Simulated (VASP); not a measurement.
A run of VASP 6.6.1:

The input INCAR:

```
PREC = Accurate ; ENCUT = 520
EDIFF = 1E-7 ; ISMEAR = 0
SIGMA = 0.02 ; LREAL = F
LASPH = T ; NELM = 80
ALGO = Normal ; ISIF = 2
LWAVE = F ; LCHARG = F
GGA = PS ; NBANDS = 17
```

File KPOINTS:

```
regular mesh
0
Gamma
  8 8 8
```

Contents of POSCAR:

```
SnSe
1.0
    0.0000000000      2.9727546661      2.9727546661
    2.9727546661      0.0000000000      2.9727546661
    2.9727546661      2.9727546661      0.0000000000
Sn Se
1 1
Direct
    0.0000000000      0.0000000000      0.0000000000
    0.5000000000      0.5000000000      0.5000000000
```

Potentials or basis: VASP PAW PBE potentials, release 64 (Sn_d, Se).

Run with:

```sh
$ cat potpaw_PBE.64/Sn_d/POTCAR potpaw_PBE.64/Se/POTCAR > POTCAR
$ mpirun -np 1 vasp_std > vasp.out
```

Hardware: 1 thread of AMD EPYC 7R13 Processor (Zen 3), on a shared host.

**Question.** How long does it take, and how much memory?

**Answer.** It took 24 s on 1 thread of AMD EPYC 7R13 Processor (Zen 3), on a shared host, peak memory 0.15 GiB. Counts: scf iterations 12, k points 29.
